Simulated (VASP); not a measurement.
# TaN (P-62m) in VASP: notebook

Aim: see how the results for TaN move with the level of theory and the settings. Levels: PBE+D3(BJ), PBE+D4, PBE. Tasks: single point, relaxation of cell and atoms.

Everything below comes from runs of VASP 6.6.1. Logs are shortened: lines on timing, memory, paths and dates and some standing lists are left out, and cuts for length are marked.

### Step 1. The cell of the first run

It takes space group P-62m (No. 189, hexagonal). The conventional cell has a = 5.197 Å, b = 5.197 Å, c = 2.907 Å, α = 90.00°, β = 90.00°, γ = 120.00°. Ta (site symmetry -62m) has 3 N at 2.04 Å within 2.7 Å. Ta (site symmetry -6) has 6 N at 2.16 Å within 2.9 Å. Within 2.7 Å of N (site symmetry m2m) lie 5 Ta at 2.04 to 2.16 Å.

### Step 2. Single point, PBE+D3(BJ)

INCAR

```
SYSTEM = TaN
PREC = Accurate
ENCUT = 520
EDIFF = 1E-6
ISMEAR = -1
SIGMA = 0.05
LREAL = .FALSE.
LASPH = .TRUE.
NELM = 100
ALGO = Normal
ISIF = 2
LWAVE = .FALSE.
LCHARG = .TRUE.
GGA = PE
IVDW = 12
LELF = .TRUE.
LVHAR = .TRUE.
NBANDS = 33
```

KPOINTS

```
regular mesh
0
G
  6 6 9
  0 0 0
```

POSCAR

```
TaN
1.0
    5.1966281837      0.0000000000      0.0000000000
   -2.5983140918      4.5004120211      0.0000000000
    0.0000000000      0.0000000000      2.9072979046
Ta N
3 3
Direct
    0.0000000000      0.0000000000      0.0000000000
    0.6666666667      0.3333333333      0.5000000000
    0.3333333333      0.6666666667      0.5000000000
    0.0000000000      0.3931594118      0.0000000000
    0.6068405882      0.6068405882      0.0000000000
    0.3931594118      0.0000000000      0.0000000000
```

Potentials or basis: VASP PAW PBE potentials, release 64 (Ta_pv, N).

Run with:

```sh
cat potpaw_PBE.64/Ta_pv/POTCAR potpaw_PBE.64/N/POTCAR > POTCAR
mpirun -np 1 vasp_std > vasp.out
```

OUTCAR:

```text
SYSTEM = TaN
   PREC = Accurate
   ENCUT = 520
   EDIFF = 1E-6
   ISMEAR = -1
   LREAL = .FALSE.
   LASPH = .TRUE.
   NELM = 100
   ISIF = 2
   GGA = PE
   IVDW = 12
 IVDW          = 12

 ion  position               nearest neighbor table
   1  0.000  0.000  0.000-   4 2.04   6 2.04   5 2.04   3 3.33   2 3.33   2 3.33   3 3.33   3 3.33
                             3 3.33   2 3.33   2 3.33   2 3.33   2 3.33   3 3.33   3 3.33
   2  0.667  0.333  0.500-   4 2.16   4 2.16   6 2.16   6 2.16   5 2.16   5 2.16   3 3.00   3 3.00
                             3 3.00   1 3.33   1 3.33   1 3.33   1 3.33   1 3.33   1 3.33
   3  0.333  0.667  0.500-   6 2.16   6 2.16   4 2.16   4 2.16   5 2.16   5 2.16   2 3.00   2 3.00
                             2 3.00   1 3.33   1 3.33   1 3.33   1 3.33   1 3.33   1 3.33
   4  0.000  0.393  0.000-   1 2.04   2 2.16   2 2.16   3 2.16   3 2.16
   5  0.607  0.607  0.000-   1 2.04   2 2.16   2 2.16   3 2.16   3 2.16
   6  0.393  0.000  0.000-   1 2.04   3 2.16   3 2.16   2 2.16   2 2.16

  LATTYP: Found a hexagonal cell.
 ALAT       =     5.1966281837
 C/A-ratio  =     0.5594585185

  Lattice vectors:

 A1 = (   5.1966281837,   0.0000000000,   0.0000000000)
 A2 = (  -2.5983140918,   4.5004120211,   0.0000000000)
 A3 = (   0.0000000000,   0.0000000000,   2.9072979046)

Analysis of symmetry for initial positions (statically):
=====================================================================
 Subroutine PRICEL returns:
 Original cell was already a primitive cell.

 Routine SETGRP: Setting up the symmetry group for a
 hexagonal supercell.

 Subroutine GETGRP returns: Found 12 space group operations
 (whereof 12 operations were pure point group operations)
 out of a pool of 24 trial point group operations.

The static configuration has the point symmetry D_3h.

Analysis of symmetry for dynamics (positions and initial velocities):
=====================================================================
 Subroutine PRICEL returns:
 Original cell was already a primitive cell.

 Routine SETGRP: Setting up the symmetry group for a
 hexagonal supercell.

 Subroutine GETGRP returns: Found 12 space group operations
 (whereof 12 operations were pure point group operations)
 out of a pool of 24 trial point group operations.

The dynamic configuration has the point symmetry D_3h.

 Subroutine INISYM returns: Found 12 space group operations
 (whereof 12 operations are pure point group operations),
 and found     1 'primitive' translations

----------------------------------------------------------------------------------------

                                     Primitive cell

  volume of cell :      67.9929

  direct lattice vectors                    reciprocal lattice vectors
     5.196628184  0.000000000  0.000000000     0.192432471  0.111100939  0.000000000
    -2.598314092  4.500412021  0.000000000     0.000000000  0.222201877  0.000000000
     0.000000000  0.000000000  2.907297905     0.000000000  0.000000000  0.343961999

  length of vectors
     5.196628184  5.196628184  2.907297905     0.222201877  0.222201877  0.343961999

  position of ions in fractional coordinates (direct lattice)
     0.000000000  0.000000000  0.000000000
     0.666666667  0.333333333  0.500000000
     0.333333333  0.666666667  0.500000000
     0.000000000  0.393159412  0.000000000
     0.606840588  0.606840588  0.000000000
     0.393159412  0.000000000  0.000000000

  ion indices of the primitive-cell ions
   primitive index   ion index
                 1           1
                 2           2
                 3           3
                 4           4
                 5           5
                 6           6

----------------------------------------------------------------------------------------

 KPOINTS: regular mesh

Automatic generation of k-mesh.
 Grid dimensions read from file:
 generate k-points for:    6    6    9

 Generating k-lattice:

  Cartesian coordinates                     Fractional coordinates (reciprocal lattice)
     0.032072078  0.018516823  0.000000000     0.166666667 -0.000000000  0.000000000
     0.000000000  0.037033646  0.000000000     0.000000000  0.166666667  0.000000000
     0.000000000  0.000000000  0.038218000     0.000000000  0.000000000  0.111111111

  Length of vectors
     0.037033646  0.037033646  0.038218000

  Shift w.r.t. Gamma in fractional coordinates (k-lattice)
     0.000000000  0.000000000  0.000000000

 Subroutine IBZKPT returns following result:
 ===========================================

 Found     35 irreducible k-points:

 Following reciprocal coordinates:
            Coordinates               Weight
  0.000000  0.000000  0.000000      1.000000
  0.166667  0.000000  0.000000      6.000000
  0.333333  0.000000  0.000000      6.000000
  0.500000  0.000000  0.000000      3.000000
  0.166667  0.166667  0.000000      6.000000
  0.333333  0.166667  0.000000     12.000000
[... 16 lines left out ...]
  0.166667  0.000000  0.333333     12.000000
  0.333333  0.000000  0.333333     12.000000
 [... further k-points ...]
   k-points           NKPTS =     35   k-points in BZ     NKDIM =     35   number of bands    NBANDS=     33
   number of dos      NEDOS =    301   number of ions     NIONS =      6
   total plane-waves  NPLWV =  38400
   dimension x,y,z NGX =    40 NGY =   40 NGZ =   24
   dimension x,y,z NGXF=    80 NGYF=   80 NGZF=   48
   ions per type =               3   3
   NGX,Y,Z   is equivalent  to a cutoff of  12.80, 12.80, 13.72 a.u.
   NGXF,Y,Z  is equivalent  to a cutoff of  25.59, 25.59, 27.45 a.u.
 SYSTEM =  TaN
   PREC   = accura    normal or accurate (medium, high low for compatibility)
   ISTART =      0    job   : 0-new  1-cont  2-samecut
   ICHARG =      2    charge: 1-file 2-atom 10-const
   ISPIN  =      1    spin polarized calculation?
   LNONCOLLINEAR =      F non collinear calculations
   LSORBIT =      F    spin-orbit coupling
   LASPH  =      T    aspherical Exc in radial PAW
   ENCUT  =  520.0 eV  38.22 Ry    6.18 a.u.   9.66  9.66  5.41*2*pi/ulx,y,z
   NELM   =    100;   NELMIN=  2; NELMDL= -5     # of ELM steps
   EDIFF  = 0.1E-05   stopping-criterion for ELM
   LREAL  =      F    real-space projection
   EDIFFG = 0.1E-04   stopping-criterion for IOM
   NSW    =      0    number of steps for IOM
   IBRION =     -1    ionic relax: 0-MD 1-quasi-New 2-CG
   NFREE  =      0    steps in history (QN), initial steepest desc. (CG)
   ISIF   =      2    stress and relaxation
   ISYM   =      2    0-nonsym 1-usesym 2-fastsym
   POTIM  = 0.5000    time-step for ionic-motion
   TEBEG  =    0.0;   TEEND  =   0.0 temperature during run
   PSTRESS=    0.0 pullay stress
   NELECT =      48.0000    total number of electrons
   NUPDOWN=      -1.0000    fix difference up-down
   EMIN   =  10.00;   EMAX   =-10.00  energy-range for DOS
   EFERMI =   0.00;   METHOD = LEGACY
   ISMEAR =    -1;   SIGMA  =   0.05  broadening in eV -4-tet -1-fermi 0-gaus
   EFERMI_NEDOS =   21; number of points for ismear=-14 and -15
   IALGO  =     38    algorithm
   IMIX   =      4    mixing-type and parameters
     AMIX     =   0.40;   BMIX     =  1.00
     AMIX_MAG =   1.60;   BMIX_MAG =  1.00
  volume/ion in A,a.u.               =      11.33        76.47
  Fermi-wavevector in a.u.,A,eV,Ry     =   1.457698  2.754649 28.910777  2.124882
  Thomas-Fermi vector in A             =   2.574469
   LORBIT       =      0    0 simple, 1 ext, 2 COOP (PROOUT), +10 PAW based schemes
   GGA     = PE    functional components
   LHFCALC =     F    Hartree Fock is set to
   AEXX    =    0.0000 exact exchange contribution
   IVDW    =    12    specifies the selected vdW correction
   LEPSILON=     F    determine dielectric tensor
   LRPA    =     F    only Hartree local field effects (RPA)
 non-spin polarized calculation
  energy-cutoff  :      520.00
  volume of cell :       67.99
 maximum number of plane-waves:      1847
 NGX is ok and might be reduce to    40
   NGX = 19   NGY = 19   NGZ = 11

 number of electron      48.0000001 magnetization

 Free energy of the ion-electron system (eV)
  ---------------------------------------------------
  ext. energy  EPLUGINS =         0.00000000
  ---------------------------------------------------
  free energy    TOTEN  =       -67.46730024 eV

  energy without entropy =      -67.46065710  energy(sigma->0) =      -67.46397867

 E-fermi :   8.3266     XC(G=0): -13.0107

 val. band max:        8.3198091708   @ k =   0.0000   0.0000   0.2222
 cond. band min:       8.3432364230   @ k =   0.1667   0.0000   0.2222
 fundamental gap:      0.0234272523
 Fermi energy:         8.3266497323

 k-point     1 :       0.0000    0.0000    0.0000
  band No.  band energies     occupation
      1     -27.8943      2.00000
      2     -27.8943      2.00000
      3     -27.5407      2.00000
      4     -27.5407      2.00000
      5     -27.3628      2.00000
      6     -27.2560      2.00000
[... 25 lines left out ...]
     32      11.5449      0.00000
     33      11.5449      0.00000

 k-point     2 :       0.1667    0.0000    0.0000
  band No.  band energies     occupation
      1     -27.9165      2.00000
      2     -27.8868      2.00000
      3     -27.5236      2.00000
      4     -27.5119      2.00000
      5     -27.3560      2.00000
      6     -27.2621      2.00000
[... 25 lines left out ...]
     32      11.4528      0.00000
     33      11.7479      0.00000
[... 754 lines left out ...]
     32      11.8228      0.00000
     33      12.9926      0.00000

 k-point    24 :       0.3333    0.0000    0.3333
  band No.  band energies     occupation
      1     -27.9955      2.00000
      2     -27.8818      2.00000
      3     -27.8155      2.00000
      4     -27.7259      2.00000
      5     -27.4686      2.00000
      6     -27.3757      2.00000
[... 25 lines left out ...]
     32      12.0584      0.00000
     33      13.4386      0.00000

 [... further k-points ...]

------------------------ aborting loop because EDIFF is reached ----------------------------------------

 Edisp (eV)   -2.65293

 E8    (eV) :    -1.2260

  FORCE on cell =-STRESS in cart. coord.  units (eV):
  Direction    XX          YY          ZZ          XY          YZ          ZX
  --------------------------------------------------------------------------------------
  -------------------------------------------------------------------------------------
  Total      -0.20041    -0.20041    -0.27683    -0.00000     0.00000    -0.00000
  in kB      -4.72243    -4.72243    -6.52322    -0.00000     0.00000    -0.00000
  external pressure =       -5.32 kB  Pullay stress =        0.00 kB

 VOLUME and BASIS-vectors are now :
 -----------------------------------------------------------------------------
  energy-cutoff  :      520.00
  volume of cell :       67.99
      direct lattice vectors                 reciprocal lattice vectors
     5.196628184  0.000000000  0.000000000     0.192432471  0.111100939  0.000000000
    -2.598314092  4.500412021  0.000000000     0.000000000  0.222201877  0.000000000
     0.000000000  0.000000000  2.907297905     0.000000000  0.000000000  0.343961999

 POSITION                                       TOTAL-FORCE (eV/Angst)
 -----------------------------------------------------------------------------------
      0.00000      0.00000      0.00000         0.000000     -0.000000     -0.000000
      2.59831      1.50014      1.45365         0.000000     -0.000000     -0.000000
     -0.00000      3.00027      1.45365         0.000000     -0.000000     -0.000000
     -1.02155      1.76938      0.00000        -0.005337      0.009245     -0.000000
      1.57676      2.73103      0.00000        -0.005337     -0.009245      0.000000
      2.04310      0.00000      0.00000         0.010675     -0.000000      0.000000
 -----------------------------------------------------------------------------------
    total drift:                               -0.000002     -0.000003      0.000000

  FREE ENERGIE OF THE ION-ELECTRON SYSTEM (eV)
  ---------------------------------------------------
  free  energy   TOTEN  =       -70.1202269074 eV

  energy  without entropy=      -70.1135837663  energy(sigma->0) =      -70.11690534
```

It took 1.7 min on 1 thread of Intel Xeon 6975P-C, shared host; peak memory 0.23 GiB.

What came out:

```
Free energy                : -70.1202 eV
Pressure                   : -0.5 GPa
Largest force              : 0.011 eV/Å
Band gap on the k mesh     : zero (band 24 reaches 10.10 eV, above the bottom of band 25 at 7.01 eV)
Dispersion energy per atom : -0.442 eV
```

Forces on the atoms (eV/Å):
```
Ta   0.000  0.000  0.000
Ta   0.000  0.000  0.000
Ta   0.000  0.000  0.000
N   -0.005  0.009  0.000
N   -0.005 -0.009  0.000
N    0.011  0.000  0.000
```

Caveat: three body term missing; spin-orbit coupling is left out, which moves the levels of the heavy elements; pairwise dispersion overbinds metals, which lowers pressure and volume.

[end of part 1 of 2]
